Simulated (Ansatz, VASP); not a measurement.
## One calculation of MgO, two programs

```
Mg O
1.0
     2.95802    0.00000    0.00000
    -1.47901    2.56172    0.00000
     0.00000    0.00000    5.15653
Mg O
2 2
Direct
  0.00000 0.00000 0.00000
  0.00000 0.00000 0.50000
  0.33333 0.66667 0.75000
  0.66667 0.33333 0.25000
```

Alike in both runs: functional PBE; k mesh 12 × 12 × 6; occupations gaussian, width 0.02 eV; no spin polarisation.

Ansatz relaxed the structure, and its values are those at the end. VASP's run is a single point on that final structure, the one shown.

|  | VASP | Ansatz |
| --- | --- | --- |
| version | VASP 6.6.1 | Ansatz 0.2.0 |
| potentials or method | VASP PAW PBE potentials, release 64 (Mg, O), cutoff 600 eV | scalar-relativistic, plane waves, PAW |
| valence electrons in the cell | 16 | 32 |

VASP gave:

```
gap on the k mesh at the Fermi level (eV) : 4.11
least direct gap on the mesh (eV)         : 4.11
pressure (GPa)                            : -0.9
```

Problem. Estimate Ansatz's values.

Solution. gap on the k mesh at the Fermi level (eV): 4.13; least direct gap on the mesh (eV): 4.13; pressure (GPa): 0.0.

The functional is the same, so the differences come from potentials, cutoffs and numerics. VASP's potentials hold 16 valence electrons a cell and Ansatz's 32, so a difference there can come from the potentials and not from the codes.
